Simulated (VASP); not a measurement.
# Al (Im-3m) in VASP: notebook

The runs below take Al through single point, with PBE, RPBE.

Everything below comes from runs of VASP 6.6.1. Logs are shortened: lines on timing, memory, paths and dates and some standing lists are left out, and cuts for length are marked.

## Step 1: The cell of the first run

It takes space group Im-3m (No. 229, cubic). The conventional cell has a = 3.182 Å, b = 3.182 Å, c = 3.182 Å, α = 90.00°, β = 90.00°, γ = 90.00°. Al (site symmetry m-3m) has 14 Al at 2.76 to 3.18 Å within 3.6 Å.

## Step 2: Single point, PBE

Contents of INCAR:

```
SYSTEM = Al
  ALGO = Normal
  EDIFF = 1E-6
  ENCUT = 500
  GGA = PE
  GGA_COMPAT = .False.
  ISIF = 2
  ISMEAR = 0
  LASPH = .True.
  LCHARG = .False.
  LREAL = .False.
  LWAVE = .False.
  NBANDS = 8
  NELM = 120
  PREC = Accurate
  SIGMA = 0.1
```

Contents of KPOINTS:

```
k-points
0
Gamma
  4 4 4
  0 0 0
```

Contents of POSCAR:

```
Al
1.0
   -1.5912186900      1.5912186900      1.5912186900
    1.5912186900     -1.5912186900      1.5912186900
    1.5912186900      1.5912186900     -1.5912186900
Al
1
Direct
    0.0000000000      0.0000000000      0.0000000000
```

Potentials or basis: VASP PAW PBE potentials, release 64 (Al).

Command:

```bash
> cat potpaw_PBE.64/Al/POTCAR > POTCAR
> mpirun -np 1 vasp_std > vasp.out
```

OUTCAR:

```text
SYSTEM = Al
   EDIFF = 1E-6
   ENCUT = 500
   GGA = PE
   ISIF = 2
   ISMEAR = 0
   LASPH = .True.
   LREAL = .False.
   NELM = 120
   PREC = Accurate

 ion  position               nearest neighbor table
   1  0.000  0.000  0.000-

  LATTYP: Found a body centered cubic cell.
 ALAT       =     3.1824373800

  Lattice vectors:

 A1 = (  -1.5912186900,   1.5912186900,   1.5912186900)
 A2 = (   1.5912186900,  -1.5912186900,   1.5912186900)
 A3 = (   1.5912186900,   1.5912186900,  -1.5912186900)

Analysis of symmetry for initial positions (statically):
=====================================================================
 Subroutine PRICEL returns:
 Original cell was already a primitive cell.

 Routine SETGRP: Setting up the symmetry group for a
 body centered cubic supercell.

 Subroutine GETGRP returns: Found 48 space group operations
 (whereof 48 operations were pure point group operations)
 out of a pool of 48 trial point group operations.

The static configuration has the point symmetry O_h .

Analysis of symmetry for dynamics (positions and initial velocities):
=====================================================================
 Subroutine PRICEL returns:
 Original cell was already a primitive cell.

 Routine SETGRP: Setting up the symmetry group for a
 body centered cubic supercell.

 Subroutine GETGRP returns: Found 48 space group operations
 (whereof 48 operations were pure point group operations)
 out of a pool of 48 trial point group operations.

The dynamic configuration has the point symmetry O_h .

 Subroutine INISYM returns: Found 48 space group operations
 (whereof 48 operations are pure point group operations),
 and found     1 'primitive' translations

----------------------------------------------------------------------------------------

                                     Primitive cell

  volume of cell :      16.1157

  direct lattice vectors                    reciprocal lattice vectors
    -1.591218690  1.591218690  1.591218690     0.000000000  0.314224565  0.314224565
     1.591218690 -1.591218690  1.591218690     0.314224565  0.000000000  0.314224565
     1.591218690  1.591218690 -1.591218690     0.314224565  0.314224565  0.000000000

  length of vectors
     2.756071617  2.756071617  2.756071617     0.444380641  0.444380641  0.444380641

  position of ions in fractional coordinates (direct lattice)
     0.000000000  0.000000000  0.000000000

  ion indices of the primitive-cell ions
   primitive index   ion index
                 1           1

----------------------------------------------------------------------------------------

 KPOINTS: k-points

Automatic generation of k-mesh.
 Grid dimensions read from file:
 generate k-points for:    4    4    4

 Generating k-lattice:

  Cartesian coordinates                     Fractional coordinates (reciprocal lattice)
     0.000000000  0.078556141  0.078556141     0.250000000  0.000000000  0.000000000
     0.078556141  0.000000000  0.078556141     0.000000000  0.250000000  0.000000000
     0.078556141  0.078556141  0.000000000     0.000000000  0.000000000  0.250000000

  Length of vectors
     0.111095160  0.111095160  0.111095160

  Shift w.r.t. Gamma in fractional coordinates (k-lattice)
     0.000000000  0.000000000  0.000000000

 Subroutine IBZKPT returns following result:
 ===========================================

 Found      8 irreducible k-points:

 Following reciprocal coordinates:
            Coordinates               Weight
  0.000000  0.000000  0.000000      1.000000
  0.250000  0.000000  0.000000     12.000000
  0.500000  0.000000  0.000000      6.000000
  0.250000  0.250000  0.000000     24.000000
  0.250000  0.250000  0.250000      2.000000
 -0.250000  0.250000  0.250000      6.000000
  0.500000  0.500000  0.250000     12.000000
  0.500000  0.500000  0.500000      1.000000
   k-points           NKPTS =      8   k-points in BZ     NKDIM =      8   number of bands    NBANDS=      8
   number of dos      NEDOS =    301   number of ions     NIONS =      1
   total plane-waves  NPLWV =   8000
   dimension x,y,z NGX =    20 NGY =   20 NGZ =   20
   dimension x,y,z NGXF=    40 NGYF=   40 NGZF=   40
   ions per type =               1
   NGX,Y,Z   is equivalent  to a cutoff of  12.06, 12.06, 12.06 a.u.
   NGXF,Y,Z  is equivalent  to a cutoff of  24.13, 24.13, 24.13 a.u.
 SYSTEM =  Al
   PREC   = accura    normal or accurate (medium, high low for compatibility)
   ISTART =      0    job   : 0-new  1-cont  2-samecut
   ICHARG =      2    charge: 1-file 2-atom 10-const
   ISPIN  =      1    spin polarized calculation?
   LNONCOLLINEAR =      F non collinear calculations
   LSORBIT =      F    spin-orbit coupling
   LASPH  =      T    aspherical Exc in radial PAW
   ENCUT  =  500.0 eV  36.75 Ry    6.06 a.u.   5.02  5.02  5.02*2*pi/ulx,y,z
   NELM   =    120;   NELMIN=  2; NELMDL= -5     # of ELM steps
   EDIFF  = 0.1E-05   stopping-criterion for ELM
   LREAL  =      F    real-space projection
   EDIFFG = 0.1E-04   stopping-criterion for IOM
   NSW    =      0    number of steps for IOM
   IBRION =     -1    ionic relax: 0-MD 1-quasi-New 2-CG
   NFREE  =      0    steps in history (QN), initial steepest desc. (CG)
   ISIF   =      2    stress and relaxation
   ISYM   =      2    0-nonsym 1-usesym 2-fastsym
   POTIM  = 0.5000    time-step for ionic-motion
   TEBEG  =    0.0;   TEEND  =   0.0 temperature during run
   PSTRESS=    0.0 pullay stress
   NELECT =       3.0000    total number of electrons
   NUPDOWN=      -1.0000    fix difference up-down
   EMIN   =  10.00;   EMAX   =-10.00  energy-range for DOS
   EFERMI =   0.00;   METHOD = LEGACY
   ISMEAR =     0;   SIGMA  =   0.10  broadening in eV -4-tet -1-fermi 0-gaus
   EFERMI_NEDOS =   21; number of points for ismear=-14 and -15
   IALGO  =     38    algorithm
   IMIX   =      4    mixing-type and parameters
     AMIX     =   0.40;   BMIX     =  1.00
     AMIX_MAG =   1.60;   BMIX_MAG =  1.00
  volume/ion in A,a.u.               =      16.12       108.75
  Fermi-wavevector in a.u.,A,eV,Ry     =   0.934757  1.766435 11.888371  0.873771
  Thomas-Fermi vector in A             =   2.061595
   LORBIT       =      0    0 simple, 1 ext, 2 COOP (PROOUT), +10 PAW based schemes
   GGA     = PE    functional components
   LHFCALC =     F    Hartree Fock is set to
   AEXX    =    0.0000 exact exchange contribution
   IVDW    =     0    specifies the selected vdW correction
   LEPSILON=     F    determine dielectric tensor
   LRPA    =     F    only Hartree local field effects (RPA)
 non-spin polarized calculation
 Gauss-broadening in eV      SIGMA  =   0.10
  energy-cutoff  :      500.00
  volume of cell :       16.12
 maximum number of plane-waves:       420
   NGX =  9   NGY =  9   NGZ =  9

 number of electron       3.0000000 magnetization

 Free energy of the ion-electron system (eV)
  ---------------------------------------------------
  ext. energy  EPLUGINS =         0.00000000
  ---------------------------------------------------
  free energy    TOTEN  =        -3.39843831 eV

  energy without entropy =       -3.37796645  energy(sigma->0) =       -3.38820238

 E-fermi :   8.9015     XC(G=0): -10.2880

 val. band max:        8.7705753667   @ k =   0.2500   0.2500   0.2500
 cond. band min:       8.9235549952   @ k =   0.2500   0.2500   0.0000
 fundamental gap:      0.1529796285
 Fermi energy:         8.9015208741

 k-point     1 :       0.0000    0.0000    0.0000
  band No.  band energies     occupation
      1      -3.0464      2.00000
      2      21.6637      0.00000
      3      21.6637      0.00000
      4      21.6637      0.00000
      5      23.2982      0.00000
      6      23.2982      0.00000
      7      23.2982      0.00000
      8      24.7545      0.00000

 k-point     2 :       0.2500    0.0000    0.0000
  band No.  band energies     occupation
      1      -1.2302      2.00000
      2      12.6129      0.00000
      3      18.0177      0.00000
      4      18.2782      0.00000
      5      19.9483      0.00000
      6      21.3236      0.00000
      7      26.1087      0.00000
      8      26.2334      0.00000

 k-point     3 :       0.5000    0.0000    0.0000
  band No.  band energies     occupation
      1       3.8418      2.00000
      2       4.3633      2.00000
      3      16.5787      0.00000
      4      16.5934      0.00000
      5      18.3937      0.00000
      6      19.8752      0.00000
      7      29.2180      0.00000
      8      30.5805      0.00000

 k-point     4 :       0.2500    0.2500    0.0000
  band No.  band energies     occupation
      1       2.3307      2.00000
      2       8.9236      0.75534
      3       9.6582      0.00000
      4      16.0179      0.00000
      5      22.5831      0.00000
      6      23.1135      0.00000
      7      27.7459      0.00000
      8      28.9296      0.00000

 k-point     5 :       0.2500    0.2500    0.2500
  band No.  band energies     occupation
      1       7.2278      2.00000
      2       7.2278      2.00000
      3       7.2278      2.00000
      4       8.7706      1.93595
      5      30.4213      0.00000
      6      30.4213      0.00000
      7      31.6270      0.00000
      8      31.6270      0.00000

 k-point     6 :      -0.2500    0.2500    0.2500
  band No.  band energies     occupation
      1       0.5632      2.00000
      2      13.3510      0.00000
      3      13.3510      0.00000
      4      14.8598      0.00000
      5      16.5088      0.00000
      6      25.2208      0.00000
      7      26.4911      0.00000
      8      27.5141      0.00000

 k-point     7 :       0.5000    0.5000    0.2500
  band No.  band energies     occupation
      1       5.5353      2.00000
      2       6.1138      2.00000
      3      11.7542      0.00000
      4      13.9056      0.00000
      5      19.2391      0.00000
      6      19.9398      0.00000
      7      24.6816      0.00000
      8      27.9593      0.00000

 k-point     8 :       0.5000    0.5000    0.5000
  band No.  band energies     occupation
      1      10.1573      0.00000
      2      10.1573      0.00000
      3      10.1573      0.00000
      4      11.2019      0.00000
      5      11.2019      0.00000
      6      14.1173      0.00000
      7      33.7988      0.00000
      8      33.7988      0.00000

------------------------ aborting loop because EDIFF is reached ----------------------------------------

  FORCE on cell =-STRESS in cart. coord.  units (eV):
  Direction    XX          YY          ZZ          XY          YZ          ZX
  --------------------------------------------------------------------------------------
  -------------------------------------------------------------------------------------
  Total        0.4222841      0.4222841      0.4222841     -0.0000000     -0.0000000      0.0000000
  in kB       41.9822477     41.9822477     41.9822477     -0.0000000     -0.0000000      0.0000000
  external PRESSURE =      41.9822477 kB  Pullay stress =       0.0000000 kB

 VOLUME and BASIS-vectors are now :
 -----------------------------------------------------------------------------
  energy-cutoff  :      500.00
  volume of cell :       16.12
      direct lattice vectors                 reciprocal lattice vectors
    -1.591218690  1.591218690  1.591218690     0.000000000  0.314224565  0.314224565
     1.591218690 -1.591218690  1.591218690     0.314224565  0.000000000  0.314224565
     1.591218690  1.591218690 -1.591218690     0.314224565  0.314224565  0.000000000

 POSITION                                       TOTAL-FORCE (eV/Angst)
 -----------------------------------------------------------------------------------
      0.00000      0.00000      0.00000         0.000000      0.000000     -0.000000
 -----------------------------------------------------------------------------------
    total drift:                                0.000000      0.000000     -0.000000

  FREE ENERGIE OF THE ION-ELECTRON SYSTEM (eV)
  ---------------------------------------------------
  free  energy   TOTEN  =        -3.3984383143 eV

  energy  without entropy=       -3.3779664549  energy(sigma->0) =       -3.38820238
```

It took 3.6 s on 1 thread of Intel Xeon 8259CL, shared host; peak memory 0.11 GiB.

What came out:

| Quantity | Value |
| --- | --- |
| Free energy | -3.3984 eV |
| Pressure | 4.2 GPa |

Levels at points of the mesh, in eV from the Fermi level:
```csv
k point,band 1,band 2,band 3,band 4,band 5
"(0.00, 0.00, 0.00)",-11.95,12.76,12.76,12.76,14.40
"(0.50, 0.00, 0.00)",-5.06,-4.54,7.68,7.69,9.49
"(0.50, 0.50, 0.50)",1.26,1.26,1.26,2.30,2.30
```

Caveat: the k points lie up to 0.70 Å⁻¹ apart.

## Step 3: Single point, PBE

This run uses another cell than the first one, of 17.40 Å³/atom, 1.080 times its volume.

Contents of INCAR:

```
SYSTEM = Al
ALGO = Normal
EDIFF = 1E-6
ENCUT = 500
GGA = PE
GGA_COMPAT = .FALSE.
ISIF = 2
ISMEAR = 0
LASPH = .TRUE.
LCHARG = .FALSE.
LREAL = .FALSE.
LWAVE = .FALSE.
NBANDS = 8
NELM = 120
PREC = Accurate
SIGMA = 0.1
```

Contents of KPOINTS:

```
k-points
0
G
  4 4 4
  0 0 0
```

Contents of POSCAR:

```
Al
1.0
   -1.6325674115      1.6325674115      1.6325674115
    1.6325674115     -1.6325674115      1.6325674115
    1.6325674115      1.6325674115     -1.6325674115
Al
1
Direct
    0.0000000000      0.0000000000      0.0000000000
```

Potentials or basis: VASP PAW PBE potentials, release 64 (Al).

Command:

```bash
> cat potpaw_PBE.64/Al/POTCAR > POTCAR
> mpirun -np 1 vasp_std > vasp.out
```

Wall time 4.5 s (1 thread of Intel Xeon 8259CL, shared host); peak memory 0.13 GiB.

The run converged. Its results:

| Item | Value |
| --- | --- |
| Free energy | -3.4054 eV |
| Pressure | -2.2 GPa |

Levels at points of the mesh, in eV from the Fermi level:
```
           k point  band 1  band 2  band 3  band 4  band 5  band 6
(0.00, 0.00, 0.00)  -11.48   12.24   12.24   12.24   13.22   13.22
(0.50, 0.00, 0.00)   -4.83   -4.52    7.05    7.44    8.89   10.27
(0.50, 0.50, 0.50)    1.07    1.07    1.07    2.36    2.36    4.25
```

Caveat: the k points lie up to 0.68 Å⁻¹ apart.

## Step 4: Single point, RPBE

Contents of INCAR:

```
SYSTEM = Al
  ALGO = Normal
  EDIFF = 1E-6
  ENCUT = 500
  GGA = RP
  GGA_COMPAT = .FALSE.
  ISIF = 2
  ISMEAR = -1
  LASPH = .TRUE.
  LCHARG = .FALSE.
  LREAL = .FALSE.
  LWAVE = .FALSE.
  NBANDS = 8
  NELM = 120
  PREC = Accurate
  SIGMA = 0.0065
```

Contents of KPOINTS:

```
Automatic mesh
0
Gamma
  4 4 4
  0.5 0.5 0.5
```

Contents of POSCAR:

```
Al
1.0
   -1.5912186900      1.5912186900      1.5912186900
    1.5912186900     -1.5912186900      1.5912186900
    1.5912186900      1.5912186900     -1.5912186900
Al
1
Direct
    0.0842167077      0.0714281526      0.1331215140
```

Command:

```bash
> cat potpaw_PBE.64/Al/POTCAR > POTCAR
> mpirun -np 1 vasp_std > vasp.out
```

Run time: 2.8 s. Hardware: 1 thread of Intel Xeon 8259CL, shared host; peak memory 0.11 GiB.

It converged, with:

| Property | Result |
| --- | --- |
| Free energy | -3.4060 eV |
| Pressure | 7.7 GPa |

Levels at points of the mesh, in eV from the Fermi level:
```tsv
k point	band 1	band 2	band 3	band 4	band 5	band 6
(0.12, 0.12, 0.12)	-8.74	4.73	4.73	5.83	17.39	17.39
```

Caveat: the k points lie up to 0.70 Å⁻¹ apart; the PAW data sets were made with another functional, which shifts forces and pressure a little.

(Continued in part 2 of 2.)
